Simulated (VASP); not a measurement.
Here is a VASP 6.6.1 calculation.

The input INCAR:

```
PREC = Accurate
ENCUT = 600
EDIFF = 1E-6
ISMEAR = 0
SIGMA = 0.1
LREAL = F
LASPH = T
NELM = 120
ALGO = Normal
ISIF = 2
LWAVE = F
LCHARG = F
GGA = PE
NBANDS = 11
GGA_COMPAT = F
```

Contents of KPOINTS:

```
Automatic mesh
0
Gamma
  4 4 4
```

File POSCAR:

```
Mg2Si
1.0
    0.0000000000      3.1698179195      3.1698179195
    3.1698179195      0.0000000000      3.1698179195
    3.1698179195      3.1698179195      0.0000000000
Mg Si
2 1
Direct
    0.2500000000      0.2500000000      0.2500000000
    0.7500000000      0.7500000000      0.7500000000
    0.0000000000      0.0000000000      0.0000000000
```

Potentials or basis: VASP PAW PBE potentials, release 64 (Mg, Si).

Launch:

```sh
$ cat potpaw_PBE.64/Mg/POTCAR potpaw_PBE.64/Si/POTCAR > POTCAR
$ mpirun -np 1 vasp_std > vasp.out
```

Task: What does it give for the band gap on the k mesh?

Result: 0.17 eV, indirect (least direct gap 1.90 eV).

Task: Estimate the pressure.

Result: 0.5 GPa.

Caveat: the k points lie up to 0.43 Å⁻¹ apart. A k mesh can miss the band edges.
